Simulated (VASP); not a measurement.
# H (P4/mmm) in VASP: settings compared

The runs below take H through single point, with LDA, PBE, PBE+D3(BJ), BLYP.

All numbers are computed with VASP 6.6.1; they aren't measurements. Logs are shortened: lines on timing, memory, paths and dates and some standing lists are left out, and cuts for length are marked.

## Step 1: The cell of the first run

Symmetry: P4/mmm, No. 123, tetragonal system. The conventional cell has a = 2.650 Å, b = 2.650 Å, c = 0.980 Å, α = 90.00°, β = 90.00°, γ = 90.00°. H (site symmetry 4/mmm) has 2 H at 0.98 Å within 1.3 Å.

## Step 2: Single point, LDA

File INCAR:

```
SYSTEM = H
  ALGO = Normal
  EDIFF = 1E-6
  ENCUT = 520
  GGA = CA
  ISIF = 2
  ISMEAR = 0
  LASPH = .TRUE.
  LCHARG = .TRUE.
  LELF = .TRUE.
  LREAL = .FALSE.
  LVHAR = .TRUE.
  LWAVE = .FALSE.
  NBANDS = 6
  NELM = 60
  PREC = Accurate
  SIGMA = 0.1
```

File KPOINTS:

```
k-points
0
G
  8 8 22
  0 0 0
```

File POSCAR:

```
H
1.0
    2.6496387389      0.0000000000      0.0000000000
    0.0000000000      2.6496387389      0.0000000000
    0.0000000000      0.0000000000      0.9804929200
H
1
Direct
    0.0000000000      0.0000000000      0.5000000000
```

Potentials or basis: VASP PAW LDA potentials, release 64 (H).

Run with:

```console
$ cat potpaw_LDA.64/H/POTCAR > POTCAR
$ mpirun -np 1 vasp_std > vasp.out
```

OUTCAR:

```text
SYSTEM = H
   EDIFF = 1E-6
   ENCUT = 520
   GGA = CA
   ISIF = 2
   ISMEAR = 0
   LASPH = .TRUE.
   LREAL = .FALSE.
   NELM = 60
   PREC = Accurate

 ion  position               nearest neighbor table
   1  0.000  0.000  0.500-

  LATTYP: Found a simple tetragonal cell.
 ALAT       =     2.6496387389
 C/A-ratio  =     0.3700477750

  Lattice vectors:

 A1 = (   2.6496387389,   0.0000000000,   0.0000000000)
 A2 = (   0.0000000000,   2.6496387389,   0.0000000000)
 A3 = (   0.0000000000,   0.0000000000,   0.9804929200)

Analysis of symmetry for initial positions (statically):
=====================================================================
 Subroutine PRICEL returns:
 Original cell was already a primitive cell.

 Routine SETGRP: Setting up the symmetry group for a
 simple tetragonal supercell.

 Subroutine GETGRP returns: Found 16 space group operations
 (whereof 16 operations were pure point group operations)
 out of a pool of 16 trial point group operations.

The static configuration has the point symmetry D_4h.

Analysis of symmetry for dynamics (positions and initial velocities):
=====================================================================
 Subroutine PRICEL returns:
 Original cell was already a primitive cell.

 Routine SETGRP: Setting up the symmetry group for a
 simple tetragonal supercell.

 Subroutine GETGRP returns: Found 16 space group operations
 (whereof 16 operations were pure point group operations)
 out of a pool of 16 trial point group operations.

The dynamic configuration has the point symmetry D_4h.

 Subroutine INISYM returns: Found 16 space group operations
 (whereof 16 operations are pure point group operations),
 and found     1 'primitive' translations

----------------------------------------------------------------------------------------

                                     Primitive cell

  volume of cell :       6.8836

  direct lattice vectors                    reciprocal lattice vectors
     2.649638739  0.000000000  0.000000000     0.377409941  0.000000000  0.000000000
     0.000000000  2.649638739  0.000000000     0.000000000  0.377409941  0.000000000
     0.000000000  0.000000000  0.980492920     0.000000000  0.000000000  1.019895177

  length of vectors
     2.649638739  2.649638739  0.980492920     0.377409941  0.377409941  1.019895177

  position of ions in fractional coordinates (direct lattice)
     0.000000000  0.000000000  0.500000000

  ion indices of the primitive-cell ions
   primitive index   ion index
                 1           1

----------------------------------------------------------------------------------------

 KPOINTS: k-points

Automatic generation of k-mesh.
 Grid dimensions read from file:
 generate k-points for:    8    8   22

 Generating k-lattice:

  Cartesian coordinates                     Fractional coordinates (reciprocal lattice)
     0.047176243  0.000000000  0.000000000     0.125000000  0.000000000  0.000000000
     0.000000000  0.047176243  0.000000000     0.000000000  0.125000000  0.000000000
     0.000000000  0.000000000  0.046358872     0.000000000  0.000000000  0.045454545

  Length of vectors
     0.047176243  0.047176243  0.046358872

  Shift w.r.t. Gamma in fractional coordinates (k-lattice)
     0.000000000  0.000000000  0.000000000

 Subroutine IBZKPT returns following result:
 ===========================================

 Found    180 irreducible k-points:

 Following reciprocal coordinates:
            Coordinates               Weight
  0.000000  0.000000  0.000000      1.000000
  0.125000  0.000000  0.000000      4.000000
  0.250000  0.000000  0.000000      4.000000
  0.375000  0.000000  0.000000      4.000000
  0.500000  0.000000  0.000000      2.000000
  0.125000  0.125000  0.000000      4.000000
[... 16 lines left out ...]
  0.375000  0.125000  0.045455     16.000000
  0.500000  0.125000  0.045455      8.000000
 [... further k-points ...]
   k-points           NKPTS =    180   k-points in BZ     NKDIM =    180   number of bands    NBANDS=      6
   number of dos      NEDOS =    301   number of ions     NIONS =      1
   total plane-waves  NPLWV =   3200
   dimension x,y,z NGX =    20 NGY =   20 NGZ =    8
   dimension x,y,z NGXF=    40 NGYF=   40 NGZF=   16
   ions per type =               1
   NGX,Y,Z   is equivalent  to a cutoff of  12.55, 12.55, 13.56 a.u.
   NGXF,Y,Z  is equivalent  to a cutoff of  25.10, 25.10, 27.13 a.u.
 SYSTEM =  H
   PREC   = accura    normal or accurate (medium, high low for compatibility)
   ISTART =      0    job   : 0-new  1-cont  2-samecut
   ICHARG =      2    charge: 1-file 2-atom 10-const
   ISPIN  =      1    spin polarized calculation?
   LNONCOLLINEAR =      F non collinear calculations
   LSORBIT =      F    spin-orbit coupling
   LASPH  =      T    aspherical Exc in radial PAW
   ENCUT  =  520.0 eV  38.22 Ry    6.18 a.u.   4.93  4.93  1.82*2*pi/ulx,y,z
   NELM   =     60;   NELMIN=  2; NELMDL= -5     # of ELM steps
   EDIFF  = 0.1E-05   stopping-criterion for ELM
   LREAL  =      F    real-space projection
   EDIFFG = 0.1E-04   stopping-criterion for IOM
   NSW    =      0    number of steps for IOM
   IBRION =     -1    ionic relax: 0-MD 1-quasi-New 2-CG
   NFREE  =      0    steps in history (QN), initial steepest desc. (CG)
   ISIF   =      2    stress and relaxation
   ISYM   =      2    0-nonsym 1-usesym 2-fastsym
   POTIM  = 0.5000    time-step for ionic-motion
   TEBEG  =    0.0;   TEEND  =   0.0 temperature during run
   PSTRESS=    0.0 pullay stress
   NELECT =       1.0000    total number of electrons
   NUPDOWN=      -1.0000    fix difference up-down
   EMIN   =  10.00;   EMAX   =-10.00  energy-range for DOS
   EFERMI =   0.00;   METHOD = LEGACY
   ISMEAR =     0;   SIGMA  =   0.10  broadening in eV -4-tet -1-fermi 0-gaus
   EFERMI_NEDOS =   21; number of points for ismear=-14 and -15
   IALGO  =     38    algorithm
   IMIX   =      4    mixing-type and parameters
     AMIX     =   0.40;   BMIX     =  1.00
     AMIX_MAG =   1.60;   BMIX_MAG =  1.00
  volume/ion in A,a.u.               =       6.88        46.45
  Fermi-wavevector in a.u.,A,eV,Ry     =   0.860602  1.626302 10.076956  0.740635
  Thomas-Fermi vector in A             =   1.978131
   LORBIT       =      0    0 simple, 1 ext, 2 COOP (PROOUT), +10 PAW based schemes
   GGA     = CA    functional components
   LHFCALC =     F    Hartree Fock is set to
   AEXX    =    0.0000 exact exchange contribution
   IVDW    =     0    specifies the selected vdW correction
   LEPSILON=     F    determine dielectric tensor
   LRPA    =     F    only Hartree local field effects (RPA)
 non-spin polarized calculation
 Gauss-broadening in eV      SIGMA  =   0.10
  energy-cutoff  :      520.00
  volume of cell :        6.88
 maximum number of plane-waves:       200
 NGX is ok and might be reduce to    20
   NGX =  9   NGY =  9   NGZ =  3

 number of electron       0.9999999 magnetization

 Free energy of the ion-electron system (eV)
  ---------------------------------------------------
  ext. energy  EPLUGINS =         0.00000000
  ---------------------------------------------------
  free energy    TOTEN  =        -3.14139041 eV

  energy without entropy =       -3.14139041  energy(sigma->0) =       -3.14139041

 E-fermi :  -1.4511     XC(G=0):  -7.4155

 val. band max:       -1.8282717060   @ k =   0.5000   0.5000   0.2273
 cond. band min:      -1.0710952264   @ k =   0.0000   0.0000   0.2727
 fundamental gap:      0.7571764797
 Fermi energy:        -1.4511263381

 k-point     1 :       0.0000    0.0000    0.0000
  band No.  band energies     occupation
      1     -12.5858      2.00000
      2       7.7627      0.00000
      3      13.8002      0.00000
      4      13.8002      0.00000
      5      16.4746      0.00000
      6      34.1273      0.00000

 k-point     2 :       0.1250    0.0000    0.0000
  band No.  band energies     occupation
      1     -12.3990      2.00000
      2       6.3293      0.00000
      3      12.9337      0.00000
      4      14.0926      0.00000
      5      19.8271      0.00000
      6      30.1165      0.00000

 k-point     3 :       0.2500    0.0000    0.0000
  band No.  band energies     occupation
      1     -11.9002      2.00000
      2       3.5960      0.00000
      3      13.1469      0.00000
      4      14.9372      0.00000
      5      25.4096      0.00000
      6      26.2786      0.00000

 k-point     4 :       0.3750    0.0000    0.0000
  band No.  band energies     occupation
      1     -11.3118      2.00000
      2       1.3880      0.00000
      3      13.9581      0.00000
      4      16.1521      0.00000
      5      23.2341      0.00000
      6      23.8343      0.00000

 k-point     5 :       0.5000    0.0000    0.0000
  band No.  band energies     occupation
      1     -11.0314      2.00000
      2       0.5407      0.00000
      3      14.4504      0.00000
      4      16.9272      0.00000
      5      22.0591      0.00000
      6      22.3957      0.00000
[... 136 lines left out ...]
 k-point    21 :       0.1250    0.1250    0.0455
  band No.  band energies     occupation
      1     -11.8939      2.00000
      2       6.0995      0.00000
      3      10.6636      0.00000
      4      17.5086      0.00000
      5      21.5459      0.00000
      6      26.1018      0.00000

 k-point    22 :       0.2500    0.1250    0.0455
  band No.  band energies     occupation
      1     -11.4038      2.00000
      2       4.0652      0.00000
      3      10.0614      0.00000
      4      19.3123      0.00000
      5      22.0776      0.00000
      6      26.3738      0.00000

 k-point    23 :       0.3750    0.1250    0.0455
  band No.  band energies     occupation
      1     -10.8284      2.00000
      2       2.0018      0.00000
      3      10.8207      0.00000
      4      18.8335      0.00000
      5      20.7806      0.00000
      6      29.4724      0.00000

 k-point    24 :       0.5000    0.1250    0.0455
  band No.  band energies     occupation
      1     -10.5552      2.00000
      2       1.1833      0.00000
      3      11.4011      0.00000
      4      17.5804      0.00000
      5      21.3964      0.00000
      6      28.1877      0.00000

 [... further k-points ...]
[... 5 lines left out ...]
  --------------------------------------------------------------------------------------
  -------------------------------------------------------------------------------------
  Total       -0.0000776     -0.0000776      0.1565228      0.0000000      0.0000000     -0.0000000
  in kB       -0.0180691     -0.0180691     36.4309394      0.0000000      0.0000000     -0.0000000
  external PRESSURE =      12.1316004 kB  Pullay stress =       0.0000000 kB

 VOLUME and BASIS-vectors are now :
 -----------------------------------------------------------------------------
  energy-cutoff  :      520.00
  volume of cell :        6.88
      direct lattice vectors                 reciprocal lattice vectors
     2.649638739  0.000000000  0.000000000     0.377409941  0.000000000  0.000000000
     0.000000000  2.649638739  0.000000000     0.000000000  0.377409941  0.000000000
     0.000000000  0.000000000  0.980492920     0.000000000  0.000000000  1.019895177

 POSITION                                       TOTAL-FORCE (eV/Angst)
 -----------------------------------------------------------------------------------
      0.00000      0.00000      0.49025         0.000000      0.000000      0.000000
 -----------------------------------------------------------------------------------
    total drift:                               -0.000000     -0.000000      0.000000

  FREE ENERGIE OF THE ION-ELECTRON SYSTEM (eV)
  ---------------------------------------------------
  free  energy   TOTEN  =        -3.1413904077 eV

  energy  without entropy=       -3.1413904076  energy(sigma->0) =       -3.14139041
```

Wall time 2.5 s (1 thread of AMD EPYC 9R45 (Zen 5), shared host); peak memory 0.07 GiB.

Results:

```
Free energy : -3.1414 eV
Pressure    : 1.2 GPa
```

Stress tensor (GPa, compression positive):
```
0.00 0.00 0.00
0.00 0.00 0.00
0.00 0.00 3.64
```

Levels at points of the mesh, in eV from the Fermi level:
```csv
k point,band 1,band 2,band 3,band 4
"(0.00, 0.00, 0.00)",-11.13,9.21,15.25,15.25
"(0.50, 0.00, 0.00)",-9.58,1.99,15.90,18.38
"(0.50, 0.50, 0.00)",-8.35,5.93,5.93,9.10
"(0.00, 0.00, 0.50)",24.14,31.15,46.25,51.25
"(0.50, 0.00, 0.50)",25.08,33.59,40.96,41.26
"(0.50, 0.50, 0.50)",25.84,35.62,44.81,44.81
```

## Step 3: Single point, PBE

File INCAR:

```
  ALGO = Normal
  EDIFF = 1E-6
  ENCUT = 520
  GGA = PE
  ISIF = 2
  ISMEAR = 0
  LASPH = T
  LCHARG = F
  LREAL = F
  LWAVE = F
  NBANDS = 6
  NELECT = 1.5
  NELM = 100
  PREC = Accurate
  SIGMA = 0.1
```

File KPOINTS:

```
k-points
0
Gamma
  8 8 22
```

POSCAR is that of step 2.

Potentials or basis: VASP PAW PBE potentials, release 64 (H).

Run with:

```console
$ cat potpaw_PBE.64/H/POTCAR > POTCAR
$ mpirun -np 1 vasp_std > vasp.out
```

It took 2.8 s on 1 thread of AMD EPYC 9R45 (Zen 5), shared host; peak memory 0.08 GiB.

Results (log left out):

```yaml
Free_energy: -2.4128 eV
```

Levels at points of the mesh, in eV from the Fermi level:
| k point | band 1 | band 2 | band 3 | band 4 | band 5 | band 6 |
| --- | --- | --- | --- | --- | --- | --- |
| (0.00, 0.00, 0.00) | -15.48 | 3.55 | 10.42 | 10.42 | 12.64 | 29.62 |
| (0.50, 0.00, 0.00) | -13.68 | -3.61 | 10.66 | 13.96 | 17.58 | 18.18 |
| (0.50, 0.50, 0.00) | -12.30 | 0.84 | 0.84 | 2.75 | 33.50 | 39.34 |
| (0.00, 0.00, 0.50) | 19.93 | 26.57 | 40.46 | 45.74 | 49.16 | 49.16 |
| (0.50, 0.00, 0.50) | 21.01 | 29.40 | 35.37 | 35.63 | 48.10 | 52.13 |
| (0.50, 0.50, 0.50) | 21.85 | 31.68 | 39.75 | 39.75 | 40.18 | 40.18 |

Caveat: the cell carries a net charge on a neutralising background, which shifts energy and pressure; the cell is charged against a uniform background, so pressure and absolute levels hang on convention.

## Step 4: Single point, PBE+D3(BJ)

File INCAR:

```
PREC = Accurate
ENCUT = 520
EDIFF = 1E-6
ISMEAR = 0
SIGMA = 0.1
LREAL = False
LASPH = True
NELM = 100
ALGO = Normal
ISIF = 2
LWAVE = False
LCHARG = False
GGA = PE
IVDW = 12
NBANDS = 6
```

File KPOINTS:

```
regular mesh
0
Gamma
  8 8 22
```

POSCAR is that of step 3.

Run with:

```console
$ cat potpaw_PBE.64/H/POTCAR > POTCAR
$ mpirun -np 1 vasp_std > vasp.out
```

It took 2.8 s on 1 thread of AMD EPYC 9R45 (Zen 5), shared host; peak memory 0.09 GiB.

Results (log left out):

```yaml
Free_energy: -3.0974 eV
Pressure: 0.8 GPa
Dispersion_energy_per_atom: -0.073 eV
```

Stress tensor (GPa, compression positive):
```
0.44 0.00 0.00
0.00 0.44 0.00
0.00 0.00 1.56
```

Levels at points of the mesh, in eV from the Fermi level:
| k point | band 1 | band 2 | band 3 | band 4 | band 5 |
| --- | --- | --- | --- | --- | --- |
| (0.00, 0.00, 0.00) | -11.08 | 9.80 | 15.61 | 15.61 | 18.67 |
| (0.50, 0.00, 0.00) | -9.64 | 2.67 | 16.46 | 18.61 | 24.34 |
| (0.50, 0.50, 0.00) | -8.49 | 6.48 | 6.48 | 9.99 | 38.42 |
| (0.00, 0.00, 0.50) | 23.97 | 31.42 | 46.85 | 51.86 | 54.30 |
| (0.50, 0.00, 0.50) | 24.83 | 33.73 | 41.62 | 41.96 | 53.97 |
| (0.50, 0.50, 0.50) | 25.53 | 35.64 | 45.34 | 45.34 | 45.85 |

Caveat: pairwise dispersion overbinds metals, which lowers pressure and volume.

## Step 5: Single point, BLYP

File INCAR:

```
PREC = Accurate
ENCUT = 520
EDIFF = 1E-6
ISMEAR = 0
SIGMA = 0.1
LREAL = False
LASPH = True
NELM = 80
ALGO = Normal
ISIF = 2
LWAVE = False
LCHARG = False
GGA = B5
ALDAX = 1.0
AGGAX = 1.0
AGGAC = 1.0
ALDAC = 0.0
NBANDS = 6
```

KPOINTS is that of step 4.

POSCAR is that of step 4.

Run with:

```console
$ cat potpaw_PBE.64/H/POTCAR > POTCAR
$ mpirun -np 1 vasp_std > vasp.out
```

Run time: 3.9 s. Hardware: 1 thread of AMD EPYC 9R45 (Zen 5), shared host; peak memory 0.08 GiB.

The run converged. Its results:

```yaml
Free_energy: -2.9762 eV
Pressure: 1.7 GPa
```

Stress tensor (GPa, compression positive):
```
 2.88  0.00  0.00
 0.00  2.88  0.00
 0.00  0.00 -0.81
```

Levels at points of the mesh, in eV from the Fermi level:
```csv
k point,band 1,band 2,band 3,band 4,band 5
"(0.00, 0.00, 0.00)",-11.07,9.86,15.68,15.68,18.74
"(0.50, 0.00, 0.00)",-9.65,2.77,16.44,18.71,24.50
"(0.50, 0.50, 0.00)",-8.52,6.54,6.54,10.16,38.16
"(0.00, 0.00, 0.50)",23.77,31.60,46.85,52.08,54.33
"(0.50, 0.00, 0.50)",24.60,33.92,41.70,42.08,53.90
"(0.50, 0.50, 0.50)",25.28,35.86,45.38,45.38,45.94
```

Caveat: the PAW data sets were made with another functional, which shifts forces and pressure a little.

## Step 6: Summary

| level | potentials or basis | gap on the mesh (eV) | pressure (GPa) |
| --- | --- | --- | --- |
| LDA | VASP PAW LDA potentials, release 64 (H) | none | 1.2 |
| PBE+D3(BJ) | VASP PAW PBE potentials, release 64 (H) | none | 0.8 |
| BLYP | VASP PAW PBE potentials, release 64 (H) | none | 1.7 |

Alike in all rows: task single point; no spin polarisation; cell as given; k mesh 8 × 8 × 22; cutoff (eV) 520; smearing gaussian 0.1 eV.

Caveats: pairwise dispersion overbinds metals, which lowers pressure and volume (some runs); the PAW data sets were made with another functional, which shifts forces and pressure a little (some runs).

Total energies depend on the potentials used, so only differences within one code and one set of settings carry meaning.
